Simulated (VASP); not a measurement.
Input of a VASP 6.6.1 run:

Contents of INCAR:

```
SYSTEM = Ta2N
ALGO = Normal
EDIFF = 1E-6
ENCUT = 520
GGA = PS
ISIF = 2
ISMEAR = 0
LASPH = .True.
LCHARG = .False.
LREAL = .False.
LWAVE = .False.
NBANDS = 50
NELM = 60
PREC = Accurate
SIGMA = 0.01
```

File KPOINTS:

```
k-points
0
Gamma
  6 6 4
  0 0 0
```

The input POSCAR:

```
Ta2N
1.0
    5.2965720514      0.0000000000      0.0000000000
   -2.6482860257      4.5869659495      0.0000000000
    0.0000000000      0.0000000000      4.9391825701
Ta N
6 3
Direct
    0.6663616700      0.6663616700      0.7536182600
    0.0000000000      0.3336383300      0.7536182600
    0.3336383300      0.0000000000      0.7536182600
    0.3336383300      0.3336383300      0.2463817400
    0.0000000000      0.6663616700      0.2463817400
    0.6663616700      0.0000000000      0.2463817400
    0.6666666667      0.3333333333      0.5000000000
    0.3333333333      0.6666666667      0.5000000000
    0.0000000000      0.0000000000      0.0000000000
```

Potentials or basis: VASP PAW PBE potentials, release 64 (Ta_pv, N).

Run with:

```bash
$ cat potpaw_PBE.64/Ta_pv/POTCAR potpaw_PBE.64/N/POTCAR > POTCAR
$ mpirun -np 1 vasp_std > vasp.out
```

**Question.** Predict the band gap on the k mesh.

**Answer.** Zero (an odd number of electrons rules out a gap without spin polarisation).

**Question.** Predict the pressure.

**Answer.** -4.8 GPa.

**Question.** Predict the largest force.

**Answer.** 0.059 eV/Å.

Stress tensor (GPa, compression positive):
```
-4.60  0.00  0.00
 0.00 -4.60  0.00
 0.00  0.00 -5.21
```

Caveat: the cell stands under tension; the PAW data sets were made with another functional, which shifts forces and pressure a little; spin-orbit coupling is left out, which moves the levels of the heavy elements.
